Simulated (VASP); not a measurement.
**C: single point with LDA**

The system is C.

```xyz
12
Lattice="2.4340 0.0000 0.0000 -1.2170 2.1079 0.0000 0.0000 0.0000 11.8821" Properties=species:S:1:pos:R:3 pbc="T T T"
C     0.0000    0.0000    2.2203
C     0.0000    0.0000    8.1613
C     0.0000    0.0000    3.7208
C     0.0000    0.0000    9.6618
C     0.0000    1.4053    6.1879
C     1.2170    0.7026    0.2468
C     0.0000    1.4053   11.6353
C     1.2170    0.7026    5.6942
C     0.0000    1.4053    7.6647
C     1.2170    0.7026    1.7236
C     0.0000    1.4053   10.1585
C     1.2170    0.7026    4.2174
```

```
Program             : VASP 6.6.1
Task                : single point
Functional          : LDA
Potentials or basis : VASP PAW LDA potentials, release 64 (C)
Cutoff              : 520 eV
k mesh              : 12 × 12 × 2
Occupations         : gaussian, width 0.05 eV
Spin                : no spin polarisation
```

```
Pressure               : 46.2 GPa
Largest force          : 0.117 eV/Å
Band gap on the k mesh : 4.63 eV, indirect (least direct gap 5.48 eV)
```

Forces on the atoms (eV/Å):
```
C    0.000  0.000 -0.036
C    0.000  0.000 -0.036
C    0.000  0.000  0.036
C    0.000  0.000  0.036
C    0.000  0.000 -0.117
C    0.000  0.000 -0.117
C    0.000  0.000  0.117
C    0.000  0.000  0.117
C    0.000  0.000  0.061
C    0.000  0.000  0.061
C    0.000  0.000 -0.061
C    0.000  0.000 -0.061
```

Stress tensor (GPa, compression positive):
```
40.84  0.00  0.00
 0.00 40.84  0.00
 0.00  0.00 57.02
```

Levels at points of the mesh, in eV from the valence-band top:
```
           k point  band 22  band 23  band 24  band 25  band 26  band 27
(0.00, 0.00, 0.00)    -0.18     0.00     0.00     5.48     5.48     6.01
(0.50, 0.00, 0.00)    -4.47    -3.99    -3.16     4.70     5.35     5.37
(0.00, 0.00, 0.50)    -0.38    -0.38    -0.38     5.93     5.93     5.93
(0.50, 0.00, 0.50)    -4.13    -3.57    -3.57     4.87     4.87     6.21
```

Run time: 61 s on 1 thread of Intel(R) Xeon(R) Platinum 8488C (Sapphire Rapids) (shared host), peak memory 0.17 GiB.

A k mesh can miss the band edges. A hybrid or GW would open this gap; LDA tends to underestimate it.
